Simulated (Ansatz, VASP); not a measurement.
# One calculation of TiO2, two programs

```xyz
48
Lattice="-4.5922 -4.5922 2.9574 -4.5922 4.5922 2.9574 -9.1844 0.0000 -5.9148" Properties=species:S:1:pos:R:3 pbc="T T T"
Ti    0.0000    0.0000    0.0000
Ti   -9.1844    0.0000   -2.9574
Ti   -4.5922    0.0000    2.9574
Ti   -9.1844    0.0000    0.0000
Ti   -9.1844    0.0000    2.9574
Ti  -13.7766    0.0000    0.0000
Ti   -4.5922    0.0000   -2.9574
Ti   -4.5922    0.0000    0.0000
Ti   -2.2961    2.2961    1.4787
Ti  -11.4805    2.2961   -1.4787
Ti   -6.8883   -2.2961   -1.4787
Ti   -2.2961   -2.2961    1.4787
Ti  -11.4805   -2.2961   -1.4787
Ti   -6.8883   -2.2961    1.4787
Ti   -6.8883    2.2961   -1.4787
Ti   -6.8883    2.2961    1.4787
O   -12.3762   -3.1918   -2.9574
O    -7.7840    1.4004   -2.9574
O   -12.3762    1.4004   -2.9574
O    -7.7840    1.4004    0.0000
O    -7.7840    1.4004    2.9574
O   -12.3762    1.4004    0.0000
O    -7.7840   -3.1918    0.0000
O    -3.1918    1.4004    0.0000
O   -12.8809    3.6965   -1.4787
O    -8.2887   -0.8957   -1.4787
O   -12.8809   -0.8957   -1.4787
O    -8.2887   -0.8957    1.4787
O    -8.2887   -0.8957    4.4361
O   -12.8809   -0.8957    1.4787
O    -8.2887    3.6965    1.4787
O    -3.6965   -0.8957    1.4787
O   -15.1770   -1.4004    0.0000
O   -10.5848    3.1918    0.0000
O    -5.9926   -1.4004    0.0000
O   -10.5848   -1.4004   -2.9574
O   -10.5848   -1.4004    0.0000
O    -5.9926   -1.4004    2.9574
O   -10.5848   -1.4004    2.9574
O    -5.9926    3.1918    2.9574
O   -10.0801    0.8957   -4.4361
O   -10.0801    0.8957   -1.4787
O   -14.6723    0.8957   -1.4787
O   -10.0801    0.8957    1.4787
O    -5.4879   -3.6965    1.4787
O   -10.0801   -3.6965   -1.4787
O    -5.4879    0.8957   -1.4787
O    -5.4879    0.8957    1.4787
```

Alike in both runs: task single point; functional PBE; k mesh 2 × 2 × 1; occupations gaussian, width 0.05 eV; no spin polarisation.

```csv
,VASP,Ansatz
version,VASP 6.6.1,Ansatz 0.2.0
potentials or method,"VASP PAW PBE potentials, release 64 (Ti_sv, O), cutoff 520 eV","scalar-relativistic, plane waves, PAW"
valence electrons in the cell,384,384
```

|  | VASP | Ansatz | Ansatz less VASP |
| --- | --- | --- | --- |
| gap on the k mesh at the Fermi level (eV) | 1.86 | 1.89 | +0.027 |
| rms of the force components (eV/Å) | 0.050 | 0.038 | -0.0123 |

Atom by atom the forces differ by 0.012 eV/Å (rms over components).

The k mesh is coarse, so the values compare programs but aren't converged.
